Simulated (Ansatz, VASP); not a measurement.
**Sn in VASP and in Ansatz**

The input INCAR:

```
PREC     = Accurate       # precision mode
ENCUT    = 520            # plane-wave cutoff, eV
EDIFF    = 1E-7           # SCF threshold, eV
ISMEAR   = 0              # smearing method
SIGMA    = 0.15           # smearing width, eV
LREAL    = F              # projectors in reciprocal space
LASPH    = T              # aspherical terms in the spheres
NELM     = 100            # most SCF steps
ALGO     = Fast           # electronic algorithm
ISIF     = 2              # what is computed and relaxed
LWAVE    = F              # write WAVECAR
LCHARG   = F              # write CHGCAR
NBANDS   = 21             # bands
```

Contents of KPOINTS:

```
regular mesh
0
Gamma
  12 12 12
```

Contents of POSCAR:

```
Sn
1.0
    0.0000000000      3.1806880000      3.2456000000
    3.2456000000      0.0000000000      3.2456000000
    3.2456000000      3.1806880000      0.0000000000
Sn
2
Direct
    0.5000000000      0.5000000000      0.5000000000
    0.7500000000      0.7500000000      0.7500000000
```

Input for Ansatz:

```yaml
crystal:
  lattice:
    - [0.0, 3.180688, 3.2456]
    - [3.2456, 0.0, 3.2456]
    - [3.2456, 3.180688, 0.0]
  atoms:
    - { symbol: Sn, position: [0.5, 0.5, 0.5] }
    - { symbol: Sn, position: [0.75, 0.75, 0.75] }
basis:
  ecutwfc: 420
kpoints:
  mp_grid: { grid: [12, 12, 12] }
hamiltonian:
  xc: lda
scf:
  occupations: { method: gaussian, width: 0.15 }
output:
  forces: true
  stress: true
  eigenvalues: true
```

Change from the starting cell: strain -0.0200 x Voigt [0, 1, 0, 0, 0, 0], atoms carried along.

Alike in both runs: task single point; functional LDA; k mesh 12 × 12 × 12; occupations gaussian, width 0.15 eV; no spin polarisation.

```csv
,VASP,Ansatz
version,VASP 6.6.1,Ansatz 0.2.0
potentials or method,"VASP PAW LDA potentials, release 64 (Sn_d), cutoff 520 eV","scalar-relativistic, plane waves, PAW"
valence electrons in the cell,28,28
```

|  | VASP | Ansatz | Ansatz less VASP |
| --- | --- | --- | --- |
| gap on the k mesh at the Fermi level (eV) | none | none | - |
| pressure (GPa) | 0.6 | 0.6 | 0.00 |
| traceless stress, the component that is largest in VASP (GPa) | 0.42 | 0.41 | -0.004 |

LDA's correlation is that of Perdew and Zunger in VASP and of Perdew and Wang (1992) in Ansatz. A gap of «none» marks a metal or a gap that the smearing closes.
